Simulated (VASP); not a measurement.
Wanted: the native input for a VASP 6.6.1 run.

```
Task                   : single point
Functional             : r2SCAN
Dispersion             : rVV10
Potentials or basis    : VASP PAW PBE potentials, release 64 (Cd, S)
Cutoff                 : 520 eV
k mesh                 : 8 × 8 × 8
Occupations            : fermi-dirac, width 0.05 eV
Spin                   : no spin polarisation
Dipole correction      : no
Further INCAR settings : ALGO = Normal; EDIFF = 1e-06; NBANDS = 16
```

The system is CdS (Hawleyite).

```
Cd S
1.0
     0.00000    2.97370    2.97370
     2.97370    0.00000    2.97370
     2.97370    2.97370    0.00000
Cd S
1 1
Direct
  0.00000 0.00000 0.00000
  0.75000 0.75000 0.75000
```

One way to write it, as run:

POSCAR

```
CdS
1.0
    0.0000000000      2.9737007966      2.9737007966
    2.9737007966      0.0000000000      2.9737007966
    2.9737007966      2.9737007966      0.0000000000
Cd S
1 1
Direct
    0.0000000000      0.0000000000      0.0000000000
    0.7500000000      0.7500000000      0.7500000000
```

INCAR.step1

```
SYSTEM = CdS
  PREC = Accurate
  ENCUT = 520
  ISMEAR = -1
  SIGMA = 0.05
  LREAL = .False.
  LASPH = .True.
  NELM = 100
  NBANDS = 16
  GGA = PE
  ALGO = Normal
  EDIFF = 1E-4
  LWAVE = .True.
  LCHARG = .False.
```

INCAR.step2

```
SYSTEM = CdS
  PREC = Accurate
  ENCUT = 520
  EDIFF = 1E-6
  ISMEAR = -1
  SIGMA = 0.05
  LREAL = .False.
  LASPH = .True.
  NELM = 100
  ALGO = Normal
  ISIF = 2
  LWAVE = .False.
  LCHARG = .True.
  METAGGA = R2SCAN
  LMIXTAU = .True.
  LUSE_VDW = .True.
  IVDW_NL = 2
  BPARAM = 11.95
  CPARAM = 0.0093
  LELF = .True.
  LVHAR = .True.
  NBANDS = 16
  ISTART = 1
```

KPOINTS

```
regular mesh
0
Gamma
  8 8 8
  0 0 0
```

Potentials or basis: VASP PAW PBE potentials, release 64 (Cd, S).

The run is started by

```bash
$ cat potpaw_PBE.64/Cd/POTCAR potpaw_PBE.64/S/POTCAR > POTCAR
$ cp INCAR.step1 INCAR
$ mpirun -np 1 vasp_std > vasp.out
$ cp INCAR.step2 INCAR
$ mpirun -np 1 vasp_std > vasp.out
```

It gave:

```yaml
Pressure: -2.5 GPa
Band_gap_on_the_k_mesh: 1.40 eV, direct
```

Caveat: the PAW data sets were made with another functional, which shifts forces and pressure a little.

Run time: 56 s on 1 thread of Intel(R) Xeon(R) 6975P-C (Granite Rapids), with other jobs on the host, peak memory 0.32 GiB.
